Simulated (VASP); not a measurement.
Here is a VASP 6.6.1 calculation.

Contents of INCAR:

```
SYSTEM = Rb
ALGO     = Normal         ! electronic algorithm
EDIFF    = 1E-6           ! SCF threshold, eV
ENCUT    = 520            ! plane-wave cutoff, eV
GGA      = PE             ! functional
ISIF     = 2              ! what is computed and relaxed
ISMEAR   = -1             ! smearing method
LASPH    = .True.         ! aspherical terms in the spheres
LCHARG   = .False.        ! write CHGCAR
LREAL    = .False.        ! projectors in reciprocal space
LWAVE    = .False.        ! write WAVECAR
NBANDS   = 26             ! bands
NELM     = 60             ! most SCF steps
PREC     = Accurate       ! precision mode
SIGMA    = 0.1            ! smearing width, eV
```

File KPOINTS:

```
k-points
0
Gamma
  7 7 2
  0 0 0
```

File POSCAR:

```
Rb
1.0
    5.0373491076      0.0000000000      0.0000000000
   -2.5186745538      4.3624722948      0.0000000000
    0.0000000000      0.0000000000     16.6686196506
Rb
4
Direct
    0.0000000000      0.0000000000      0.0000000000
    0.0000000000      0.0000000000      0.5000000000
    0.3333333333      0.6666666667      0.2500000000
    0.6666666667      0.3333333333      0.7500000000
```

Potentials or basis: VASP PAW PBE potentials, release 64 (Rb_sv).

Command:

```console
$ cat potpaw_PBE.64/Rb_sv/POTCAR > POTCAR
$ mpirun -np 1 vasp_std > vasp.out
```

**Question.** Predict the pressure.

**Answer.** 0.0 GPa.

**Question.** What does it give for the band gap on the k mesh?

**Answer.** Zero (bands 18 and 19 overlap by 1.94 eV).
